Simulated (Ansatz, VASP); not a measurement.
# One calculation of Ir, two programs

The input INCAR:

```
  PREC = Accurate
  ENCUT = 500
  EDIFF = 1E-6
  ISMEAR = -1
  SIGMA = 0.08617333262145177
  LREAL = F
  LASPH = T
  NELM = 120
  ALGO = Normal
  ISIF = 2
  LWAVE = F
  LCHARG = T
  GGA = PE
  LELF = T
  LVHAR = T
  NBANDS = 16
  GGA_COMPAT = F
```

File KPOINTS:

```
regular mesh
0
Gamma
  6 6 4
```

File POSCAR:

```
Ir
1.0
    2.7513778946      0.0000000000      0.0000000000
   -1.3756889473      2.3827631521      0.0000000000
    0.0000000000      0.0000000000      4.4622900000
Ir
2
Direct
    0.6666666667      0.3333333333      0.7500000000
    0.3333333333      0.6666666667      0.2500000000
```

Input for Ansatz:

```yaml
crystal:
  lattice:
    - [2.7513778946, 0.0, 0.0]
    - [-1.3756889473, 2.3827631521, 0.0]
    - [0.0, 0.0, 4.46229]
  atoms:
    - { symbol: Ir, position: [0.6666666667, 0.3333333333, 0.75] }
    - { symbol: Ir, position: [0.3333333333, 0.6666666667, 0.25] }
basis:
  ecutwfc: 420
kpoints:
  mp_grid: { grid: [6, 6, 4] }
hamiltonian:
  xc: pbe
scf:
  occupations: { method: fermi_dirac, width: "1000 K" }
  n_extra_bands: 30
output:
  forces: true
  stress: true
  eigenvalues: true
```

Alike in both runs: task single point; functional PBE; k mesh 6 × 6 × 4; no spin polarisation.

|  | VASP | Ansatz |
| --- | --- | --- |
| version | VASP 6.6.1 | Ansatz 0.2.0 |
| potentials or method | VASP PAW PBE potentials, release 64 (Ir), cutoff 500 eV | scalar-relativistic, plane waves, PAW |
| occupations | fermi-dirac, width 0.0861733 eV | fermi-dirac |
| valence electrons in the cell | 18 | 34 |

Ansatz gave:

| Item | Value |
| --- | --- |
| gap on the k mesh at the Fermi level (eV) | none |
| pressure (GPa) | -1.3 |
| traceless stress, the component that is largest in VASP (GPa) | -4.28 |

Q: What did VASP give for the same quantities?

A: gap on the k mesh at the Fermi level (eV): none; pressure (GPa): -0.9; traceless stress, the component that is largest in VASP (GPa): -4.21.

A gap of «none» marks a metal or a gap that the smearing closes. VASP's potentials hold 18 valence electrons a cell and Ansatz's 34, so a difference there can come from the potentials and not from the codes.

The k mesh is coarse, so the values compare programs but aren't converged. Spin-orbit coupling is off throughout.
